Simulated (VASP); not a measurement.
Set up this calculation in VASP 6.6.1, as the native input.

- Task: single point
- Functional: r2SCAN
- Potentials or basis: VASP PAW PBE potentials, release 64 (Li_sv, Rh_pv)
- Cutoff: 520 eV
- k mesh: 8 × 8 × 8
- Occupations: gaussian, width 0.1 eV
- Spin: no spin polarisation
- Dipole correction: no
- Further INCAR settings: ALGO = Normal; EDIFF = 1e-06; NBANDS = 18

Crystal: Li2Rh.

```xyz
3
Lattice="-1.5388 1.5388 3.7749 1.5388 -1.5388 3.7749 1.5388 1.5388 -3.7749" Properties=species:S:1:pos:R:3 pbc="T T T"
Li    0.0000    0.0000    5.0206
Li    0.0000    0.0000    2.5292
Rh    0.0000    0.0000    0.0000
```

One way to write it, as run:

POSCAR

```
Li2Rh
1.0
   -1.5387992650      1.5387992650      3.7748669470
    1.5387992650     -1.5387992650      3.7748669470
    1.5387992650      1.5387992650     -3.7748669470
Li Rh
2 1
Direct
    0.6650000000      0.6650000000      0.0000000000
    0.3350000000      0.3350000000      0.0000000000
    0.0000000000      0.0000000000      0.0000000000
```

INCAR.step1

```
PREC = Accurate
ENCUT = 520
ISMEAR = 0
SIGMA = 0.1
LREAL = False
LASPH = True
NELM = 100
NBANDS = 18
GGA = PE
ALGO = Normal
EDIFF = 1E-4
LWAVE = True
LCHARG = False
```

INCAR.step2

```
PREC = Accurate
ENCUT = 520
EDIFF = 1E-6
ISMEAR = 0
SIGMA = 0.1
LREAL = False
LASPH = True
NELM = 100
ALGO = Normal
ISIF = 2
LWAVE = False
LCHARG = False
METAGGA = R2SCAN
LMIXTAU = True
NBANDS = 18
ISTART = 1
```

KPOINTS

```
regular mesh
0
Gamma
  8 8 8
```

Potentials or basis: VASP PAW PBE potentials, release 64 (Li_sv, Rh_pv).

Launch:

```sh
$ cat potpaw_PBE.64/Li_sv/POTCAR potpaw_PBE.64/Rh_pv/POTCAR > POTCAR
$ cp INCAR.step1 INCAR
$ mpirun -np 1 vasp_std > vasp.out
$ cp INCAR.step2 INCAR
$ mpirun -np 1 vasp_std > vasp.out
```

Results of the run:

| Quantity | Value |
| --- | --- |
| Largest force | 0.085 eV/Å |
| Band gap on the k mesh | zero (an odd number of electrons rules out a gap without spin polarisation) |

Caveat: the PAW data sets were made with another functional, which shifts forces and pressure a little.

Run time: 3 min on 1 thread of AMD EPYC 9R45 96-Core Processor (Zen 5) (shared host), peak memory 0.17 GiB.
